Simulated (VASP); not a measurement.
A run of VASP 6.6.1:

Contents of INCAR:

```
PREC     = Accurate       # precision mode
ENCUT    = 600            # plane-wave cutoff, eV
EDIFF    = 1E-8           # SCF threshold, eV
ISMEAR   = -1             # smearing method
SIGMA    = 0.05           # smearing width, eV
LREAL    = False          # projectors in reciprocal space
LASPH    = True           # aspherical terms in the spheres
NELM     = 80             # most SCF steps
ALGO     = Normal         # electronic algorithm
ISIF     = 3              # what is computed and relaxed
LWAVE    = False          # write WAVECAR
LCHARG   = False          # write CHGCAR
GGA      = PE             # functional
IBRION   = 6              # ionic algorithm
NFREE    = 2            
POTIM    = 0.015          # step
NSW      = 1              # ionic steps
```

The input KPOINTS:

```
regular mesh
0
Gamma
  6 6 6
```

The input POSCAR:

```
PtSe
1.0
    0.0000000000      2.7984111300      2.7984111300
    2.7984111300      0.0000000000      2.7984111300
    2.7984111300      2.7984111300      0.0000000000
Pt Se
1 1
Direct
    0.5000000000      0.5000000000      0.5000000000
    0.0000000000      0.0000000000      0.0000000000
```

Potentials or basis: VASP PAW PBE potentials, release 64 (Pt, Se).

Run with:

```sh
$ cat potpaw_PBE.64/Pt/POTCAR potpaw_PBE.64/Se/POTCAR > POTCAR
$ mpirun -np 1 vasp_std > vasp.out
```

Hardware: 1 thread of Intel(R) Xeon(R) Platinum 8559C (Emerald Rapids), with other jobs on the host.

Task: How long does it take, and how much memory?

Result: Run time: 2.2 min on 1 thread of Intel(R) Xeon(R) Platinum 8559C (Emerald Rapids), with other jobs on the host, peak memory 0.24 GiB. Counts: scf iterations 176, k points 16.
